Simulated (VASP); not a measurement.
# V (P6_3/mmc) in VASP: single point with PBE+U

Aim: the single point of V with PBE+U.

Everything below comes from runs of VASP 6.6.1. Logs are shortened: lines on timing, memory, paths and dates and some standing lists are left out, and cuts for length are marked.

## 1. The cell of the first run

It takes space group P6_3/mmc (No. 194, hexagonal). The conventional cell has a = 2.711 Å, b = 2.711 Å, c = 4.338 Å, α = 90.00°, β = 90.00°, γ = 120.00°. Within 3.5 Å of V (site symmetry -6m2) lie 12 V at 2.67 to 2.71 Å.

## 2. Single point, PBE+U, collinear spin, ferromagnetic start

Contents of INCAR:

```
PREC     = Accurate       # precision mode
ENCUT    = 500            # plane-wave cutoff, eV
EDIFF    = 1E-6           # SCF threshold, eV
ISMEAR   = 1              # smearing method
SIGMA    = 0.15           # smearing width, eV
LREAL    = False          # projectors in reciprocal space
LASPH    = True           # aspherical terms in the spheres
NELM     = 200            # most SCF steps
ALGO     = Normal         # electronic algorithm
ISIF     = 2              # what is computed and relaxed
LWAVE    = False          # write WAVECAR
LCHARG   = False          # write CHGCAR
ISPIN    = 2              # spin polarisation
MAGMOM   = 1.95 1.95      # initial moments
LORBIT   = 11             # projections on sites
LMAXMIX  = 4              # l up to which the mixer works
LDAU     = True           # DFT+U
LDAUTYPE = 2            
LDAUL    = 2              # shell
LDAUU    = 4              # U, eV
LDAUJ    = 0            
LDAUPRINT= 1            
GGA      = PE             # functional
NBANDS   = 24             # bands
GGA_COMPAT= False
```

Contents of KPOINTS:

```
regular mesh
0
Gamma
  5 5 3
```

Contents of POSCAR:

```
V
1.0
    2.7111661676      0.0000000000      0.0000000000
   -1.3555830838      2.3479387750      0.0000000000
    0.0000000000      0.0000000000      4.3378658682
V
2
Direct
    0.3333333333      0.6666666667      0.2500000000
    0.6666666667      0.3333333333      0.7500000000
```

Potentials or basis: VASP PAW PBE potentials, release 64 (V_sv).

Launch:

```bash
> cat potpaw_PBE.64/V_sv/POTCAR > POTCAR
> mpirun -np 1 vasp_std > vasp.out
```

OUTCAR:

```text
PREC = Accurate
   ENCUT = 500
   EDIFF = 1E-6
   ISMEAR = 1
   LREAL = False
   LASPH = True
   NELM = 200
   ISIF = 2
   ISPIN = 2
   LORBIT = 11
   GGA = PE

 ion  position               nearest neighbor table
   1  0.333  0.667  0.250-   2 2.67   2 2.67   2 2.67   2 2.67   2 2.67   2 2.67
   2  0.667  0.333  0.750-   1 2.67   1 2.67   1 2.67   1 2.67   1 2.67   1 2.67

  LATTYP: Found a hexagonal cell.
 ALAT       =     2.7111661676
 C/A-ratio  =     1.6000000000

  Lattice vectors:

 A1 = (   2.7111661676,   0.0000000000,   0.0000000000)
 A2 = (  -1.3555830838,   2.3479387750,   0.0000000000)
 A3 = (   0.0000000000,   0.0000000000,   4.3378658682)

Analysis of symmetry for initial positions (statically):
=====================================================================
 Subroutine PRICEL returns:
 Original cell was already a primitive cell.

 Routine SETGRP: Setting up the symmetry group for a
 hexagonal supercell.

 Subroutine GETGRP returns: Found 24 space group operations
 (whereof 12 operations were pure point group operations)
 out of a pool of 24 trial point group operations.

The static configuration has the point symmetry D_3d.
 The point group associated with its full space group is D_6h.

Analysis of symmetry for dynamics (positions and initial velocities):
=====================================================================
 Subroutine PRICEL returns:
 Original cell was already a primitive cell.

 Routine SETGRP: Setting up the symmetry group for a
 hexagonal supercell.

 Subroutine GETGRP returns: Found 24 space group operations
 (whereof 12 operations were pure point group operations)
 out of a pool of 24 trial point group operations.

The dynamic configuration has the point symmetry D_3d.
 The point group associated with its full space group is D_6h.

Analysis of structural, dynamic, and magnetic symmetry:
=====================================================================
 Subroutine PRICEL returns:
 Original cell was already a primitive cell.

 Routine SETGRP: Setting up the symmetry group for a
 hexagonal supercell.

 Subroutine GETGRP returns: Found 24 space group operations
 (whereof 12 operations were pure point group operations)
[... 191 lines left out ...]
  o =  0.3197  v =  0.0000  1.0000 -0.0000  0.0000 -0.0000  0.0000  0.0000  0.0000  0.0000  0.0000      0.0000  0.0000  0.0000  0.0000  0.0000  0.0000  0.0000  0.0000  0.0000  0.0000
  o =  0.3197  v =  0.0000 -0.0000 -0.0000  1.0000  0.0000  0.0000  0.0000  0.0000  0.0000  0.0000      0.0000  0.0000  0.0000  0.0000  0.0000  0.0000  0.0000  0.0000  0.0000  0.0000
  o =  0.4398  v =  1.0000  0.0000  0.0000  0.0000  0.0000  0.0000  0.0000  0.0000  0.0000  0.0000      0.0000  0.0000  0.0000  0.0000  0.0000  0.0000  0.0000  0.0000  0.0000  0.0000
  o =  0.4398  v =  0.0000 -0.0000 -0.0000  0.0000 -1.0000  0.0000  0.0000  0.0000  0.0000  0.0000      0.0000  0.0000  0.0000  0.0000  0.0000  0.0000  0.0000  0.0000  0.0000  0.0000
  o =  0.5816  v =  0.0000 -0.0000 -1.0000 -0.0000  0.0000  0.0000  0.0000  0.0000  0.0000  0.0000      0.0000  0.0000  0.0000  0.0000  0.0000  0.0000  0.0000  0.0000  0.0000  0.0000

 number of electron      25.9999989 magnetization       2.6538951

 Free energy of the ion-electron system (eV)
  ---------------------------------------------------
  ext. energy  EPLUGINS =         0.00000000
  ---------------------------------------------------
  free energy    TOTEN  =        -9.22968599 eV

  energy without entropy =       -9.23656254  energy(sigma->0) =       -9.23197817

 E-fermi :  10.3278     XC(G=0): -12.7681

 val. band max:       10.3083424620   @ k =   0.2000   0.2000   0.3333
 cond. band min:      10.4259215039   @ k =   0.2000  -0.0000   0.0000
 fundamental gap:      0.1175790418
 Fermi energy:        10.3278385593

 spin component 1

 k-point     1 :       0.0000    0.0000    0.0000
  band No.  band energies     occupation
      1     -54.9581      1.00000
      2     -54.7793      1.00000
      3     -29.1716      1.00000
      4     -28.4106      1.00000
      5     -28.4106      1.00000
      6     -28.3193      1.00000
[... 259 lines left out ...]
     23      21.1182      0.00000
     24      23.5184      0.00000
 Fermi energy:        10.3278385593

 spin component 2

 k-point     1 :       0.0000    0.0000    0.0000
  band No.  band energies     occupation
      1     -53.7805      1.00000
      2     -53.5989      1.00000
      3     -27.9841      1.00000
      4     -27.2531      1.00000
      5     -27.2531      1.00000
      6     -27.1344      1.00000
[... 259 lines left out ...]
     23      22.0978      0.00000
     24      24.4638      0.00000

------------------------ aborting loop because EDIFF is reached ----------------------------------------

  FORCE on cell =-STRESS in cart. coord.  units (eV):
  Direction    XX          YY          ZZ          XY          YZ          ZX
  --------------------------------------------------------------------------------------
  -------------------------------------------------------------------------------------
  Total        2.2450655      2.2450655      5.3091337      0.0000000     -0.0000000      0.0000000
  in kB      130.2628499    130.2628499    308.0457510      0.0000000     -0.0000000      0.0000000
  external PRESSURE =     189.5238170 kB  Pullay stress =       0.0000000 kB

 VOLUME and BASIS-vectors are now :
 -----------------------------------------------------------------------------
  energy-cutoff  :      500.00
  volume of cell :       27.61
      direct lattice vectors                 reciprocal lattice vectors
     2.711166168  0.000000000  0.000000000     0.368844969  0.212952742  0.000000000
    -1.355583084  2.347938775  0.000000000     0.000000000  0.425905484  0.000000000
     0.000000000  0.000000000  4.337865868     0.000000000  0.000000000  0.230528105

 POSITION                                       TOTAL-FORCE (eV/Angst)
 -----------------------------------------------------------------------------------
     -0.00000      1.56529      1.08447        -0.000000      0.000000      0.000000
      1.35558      0.78265      3.25340         0.000000     -0.000000      0.000000
 -----------------------------------------------------------------------------------
    total drift:                               -0.000000      0.000000     -0.000000

  FREE ENERGIE OF THE ION-ELECTRON SYSTEM (eV)
  ---------------------------------------------------
  free  energy   TOTEN  =        -9.2296859870 eV

  energy  without entropy=       -9.2365625387  energy(sigma->0) =       -9.23197817

 total charge

# of ion       s       p       d       tot
------------------------------------------
    1        2.359   6.244   2.968  11.572
    2        2.359   6.244   2.968  11.572
--------------------------------------------------
tot          4.718  12.489   5.936  23.143

 magnetization (x)

# of ion       s       p       d       tot
------------------------------------------
    1       -0.003   0.023   1.200   1.220
    2       -0.003   0.023   1.200   1.220
--------------------------------------------------
tot         -0.005   0.045   2.399   2.439
```

OSZICAR:

```text
N       E                     dE             d eps       ncg     rms          rms(c)
DAV:   1     0.312038445808E+03    0.31204E+03   -0.15200E+04   976   0.120E+03
DAV:   2    -0.331353077401E+01   -0.31535E+03   -0.30616E+03  1000   0.414E+02
[... 12 lines left out ...]
DAV: 140    -0.922929280028E+01   -0.39135E-03   -0.20099E-04  1024   0.684E-02    0.527E-02
DAV: 141    -0.922968699004E+01   -0.39419E-03   -0.11491E-03  1072   0.168E-01    0.150E-02
DAV: 142    -0.922969059696E+01   -0.36069E-05   -0.48196E-05   912   0.453E-02    0.608E-03
DAV: 143    -0.922966896488E+01    0.21632E-04   -0.53757E-05  1024   0.383E-02    0.141E-02
DAV: 144    -0.922968070364E+01   -0.11739E-04   -0.10800E-05   824   0.230E-02    0.870E-03
DAV: 145    -0.922968633969E+01   -0.56360E-05   -0.22315E-05   952   0.259E-02    0.326E-03
DAV: 146    -0.922968598699E+01    0.35270E-06   -0.68901E-06   736   0.139E-02
   1 F= -.92296860E+01 E0= -.92319782E+01  d E =0.687655E-02  mag=     2.6539
```

stdout:

```text
POSCAR found type information on POSCAR V
 POSCAR found :  1 types and       2 ions
 scaLAPACK will be used
 LDA part: xc-table for (Slater+PW92), standard interpolation
 POSCAR, INCAR and KPOINTS ok, starting setup
 FFT: planning ... GRIDC
 FFT: planning ... GRID_SOFT
 FFT: planning ... GRID
 WAVECAR not read
 entering main loop
```

It took 2.5 min on 1 thread of Intel Xeon Platinum 8375C at 2.90GHz (Ice Lake), shared host; peak memory 0.15 GiB.

What came out:

| Item | Value |
| --- | --- |
| Free energy | -9.2297 eV |
| Pressure | 19.0 GPa |
| Net moment | 2.65 μB per cell |
| Site moments | V +1.22 μB |
| Valence electrons inside the program's atomic spheres | V 11.57 |

Stress tensor (GPa, compression positive):
```
13.03  0.00  0.00
 0.00 13.03  0.00
 0.00  0.00 30.80
```

Eigenvalues of the final occupation matrices:
```tsv
site	spin	trace	eigenvalues
site 1 d	1	2.10	0.32 0.32 0.44 0.44 0.58
site 1 d	2	0.89	0.16 0.16 0.19 0.19 0.20
site 2 d	1	2.10	0.32 0.32 0.44 0.44 0.58
site 2 d	2	0.89	0.16 0.16 0.19 0.19 0.20
```

Caveat: the k points lie up to 0.54 Å⁻¹ apart; the U is typed as a test and isn't derived for this compound.
